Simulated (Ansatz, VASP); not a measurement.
# One calculation of Pd, two programs

```xyz
1
Lattice="0.0000 1.9578 1.9578 1.9578 0.0000 1.9578 1.9578 1.9578 0.0000" Properties=species:S:1:pos:R:3 pbc="T T T"
Pd    0.0000    0.0000    0.0000
```

Alike in both runs: functional r2SCAN; k mesh 18 × 18 × 18; occupations fermi-dirac, width 0.15 eV; no spin polarisation.

Ansatz relaxed the structure, and its values are those at the end. VASP's run is a single point on that final structure, the one shown.

|  | VASP | Ansatz |
| --- | --- | --- |
| version | VASP 6.6.1 | Ansatz 0.2.0 |
| potentials or method | VASP PAW PBE potentials, release 64 (Pd), cutoff 520 eV | scalar-relativistic, plane waves, PAW |
| valence electrons in the cell | 10 | 18 |

```csv
,VASP,Ansatz,Ansatz less VASP
gap on the k mesh at the Fermi level (eV),none,none,-
pressure (GPa),0.2,0.0,-0.22
```

VASP's potentials were made for PBE, not for r2SCAN. A gap of «none» marks a metal or a gap that the smearing closes. The functional is the same, so the differences come from potentials, cutoffs and numerics. VASP's potentials hold 10 valence electrons a cell and Ansatz's 18, so a difference there can come from the potentials and not from the codes.
